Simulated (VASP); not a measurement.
PdC18, 19 atoms in the cell. The cell holds a slab with vacuum, 19 atoms: a = 7.398 Å, b = 7.398 Å, c = 12.000 Å, α = 90.00°, β = 90.00°, γ = 120.00°. 

* Program: VASP 6.6.1
* Task: single point
* Functional: PBE
* Dispersion: D3(BJ)
* Potentials or basis: VASP PAW PBE potentials, release 64 (C, Pd)
* Cutoff: 520 eV
* k mesh: 2 × 2 × 1
* Occupations: gaussian, width 0.02 eV
* Spin: no spin polarisation
* Dipole correction: no
* Further INCAR settings: LREAL = Auto; ALGO = Normal; EDIFF = 1e-06; NBANDS = 56

Potentials or basis: VASP PAW PBE potentials, release 64 (C, Pd).

The run is started by

```bash
$ cat potpaw_PBE.64/C/POTCAR potpaw_PBE.64/Pd/POTCAR > POTCAR
$ mpirun -np 1 vasp_std > vasp.out
```

Hardware: 1 thread of AMD EPYC 9R45 96-Core Processor (Zen 5), on a shared host.

**Question.** How long does it take, and how much memory?

**Answer.** Run time: 3.4 min on 1 thread of AMD EPYC 9R45 96-Core Processor (Zen 5), with other jobs on the host, peak memory 0.55 GiB. Counts: scf iterations 25, k points 4.
